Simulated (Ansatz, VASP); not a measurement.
**One calculation of TiAl3, two programs**

File POSCAR:

```
TiAl3
1.0
    4.0332531278      0.0000000000      0.0000000000
    0.0000000000      4.0332531278      0.0000000000
    0.0000000000      0.0000000000      4.0332531278
Ti Al
1 3
Direct
    0.0000000000      0.0000000000      0.0000000000
    0.5000000000      0.5000000000      0.0000000000
    0.5000000000      0.0000000000      0.5000000000
    0.0000000000      0.5000000000      0.5000000000
```

File INCAR.step1:

```
PREC = Accurate
ENCUT = 520
ISMEAR = 0
SIGMA = 0.1
LREAL = False
LASPH = True
NELM = 60
NBANDS = 18
GGA = PE
ALGO = Normal
EDIFF = 1E-4
LWAVE = True
LCHARG = False
```

The input INCAR.step2:

```
PREC = Accurate
ENCUT = 520
EDIFF = 1E-6
ISMEAR = 0
SIGMA = 0.1
LREAL = False
LASPH = True
NELM = 60
ALGO = Normal
ISIF = 2
LWAVE = False
LCHARG = True
METAGGA = R2SCAN
LMIXTAU = True
LELF = True
LVHAR = True
NBANDS = 18
ISTART = 1
```

The input KPOINTS:

```
Automatic mesh
0
Gamma
  10 10 10
```

Input for Ansatz:

```yaml
crystal:
  lattice:
    - [4.0332531278, 0.0, 0.0]
    - [0.0, 4.0332531278, 0.0]
    - [0.0, 0.0, 4.0332531278]
  atoms:
    - { symbol: Ti, position: [0.0, 0.0, 0.0] }
    - { symbol: Al, position: [0.5, 0.5, 0.0] }
    - { symbol: Al, position: [0.5, 0.0, 0.5] }
    - { symbol: Al, position: [0.0, 0.5, 0.5] }
basis:
  ecutwfc: 500
kpoints:
  mp_grid: { grid: [10, 10, 10] }
hamiltonian:
  xc: r2scan
scf:
  occupations: { method: gaussian, width: 0.1 }
output:
  forces: true
  stress: true
  eigenvalues: true
```

Alike in both runs: task single point; functional r2SCAN; k mesh 10 × 10 × 10; occupations gaussian, width 0.1 eV; no spin polarisation.

```csv
,VASP,Ansatz
version,VASP 6.6.1,Ansatz 0.2.0
potentials or method,"VASP PAW PBE potentials, release 64 (Ti_sv, Al), cutoff 520 eV","scalar-relativistic, plane waves, PAW"
valence electrons in the cell,21,21
```

```tsv
	VASP	Ansatz	Ansatz less VASP
gap on the k mesh at the Fermi level (eV)	none	none	-
pressure (GPa)	-6.1	-6.0	+0.10
```

VASP's potentials were made for PBE, not for r2SCAN. A gap of «none» marks a metal or a gap that the smearing closes. With one functional, cell and mesh, what is left measures potentials, basis and numerics.
